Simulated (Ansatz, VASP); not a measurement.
## AlN in VASP and in Ansatz

File INCAR:

```
SYSTEM = AlN
  ALGO = Normal
  EDIFF = 1E-7
  EDIFFG = -0.005
  ENCUT = 600
  GGA = PE
  IBRION = 2
  ISIF = 3
  ISMEAR = -1
  LASPH = .TRUE.
  LCHARG = .FALSE.
  LREAL = .FALSE.
  LWAVE = .FALSE.
  NELM = 60
  NSW = 60
  PREC = Accurate
  SIGMA = 0.05
```

Contents of KPOINTS:

```
k-points
0
G
  13 13 7
  0 0 0
```

Contents of POSCAR:

```
AlN
1.0
    3.0486945782      0.0000000000      0.0000000000
   -1.5243472891      2.6402469531      0.0000000000
    0.0000000000      0.0000000000      4.9693721624
Al N
2 2
Direct
    0.3333333333      0.6666666667      0.0000000000
    0.6666666667      0.3333333333      0.5000000000
    0.3333333333      0.6666666667      0.3760000000
    0.6666666667      0.3333333333      0.8760000000
```

Input for Ansatz:

```yaml
crystal:
  lattice:
    - [3.0486945782, 0.0, 0.0]
    - [-1.5243472891, 2.6402469531, 0.0]
    - [0.0, 0.0, 4.9693721624]
  atoms:
    - { symbol: Al, position: [0.3333333333, 0.6666666667, 0.0] }
    - { symbol: Al, position: [0.6666666667, 0.3333333333, 0.5] }
    - { symbol: "N", position: [0.3333333333, 0.6666666667, 0.376] }
    - { symbol: "N", position: [0.6666666667, 0.3333333333, 0.876] }
kpoints:
  mp_grid: { grid: [13, 13, 7] }
scf:
  occupations: { method: fermi_dirac, width: 0.05 }
hamiltonian:
  xc: pbe
  pseudopotentials: { kind: paw }
output:
  forces: true
  stress: true
  write_density: true
  write_potential: true
  elf: true
  volumetric_format: npy
relax:
  f_tol: 0.005
  max_steps: 40
  cell: {}
```

Alike in both runs: task relaxation of cell and atoms; functional PBE; k mesh 13 × 13 × 7; occupations fermi-dirac, width 0.05 eV; no spin polarisation.

|  | VASP | Ansatz |
| --- | --- | --- |
| version | VASP 6.6.1 | Ansatz 0.2.0 |
| potentials or method | VASP PAW PBE potentials, release 64 (Al, N) | PAW with Ansatz's default frozen-core files, scalar-relativistic |
| plane-wave cutoff (eV) | 600 | 420 |
| valence electrons in the cell | 16 | 16 |

|  | VASP | Ansatz | Ansatz less VASP |
| --- | --- | --- | --- |
| gap on the k mesh at the Fermi level, each at its own relaxed structure (eV) | 4.06 | 4.03 | -0.025 |
| relaxed volume (Å³/atom) | 10.63 | 10.64 | +0.019 |
| relaxed cell length with the largest relative difference (Å) | 3.128 | 3.130 | +0.0019 |
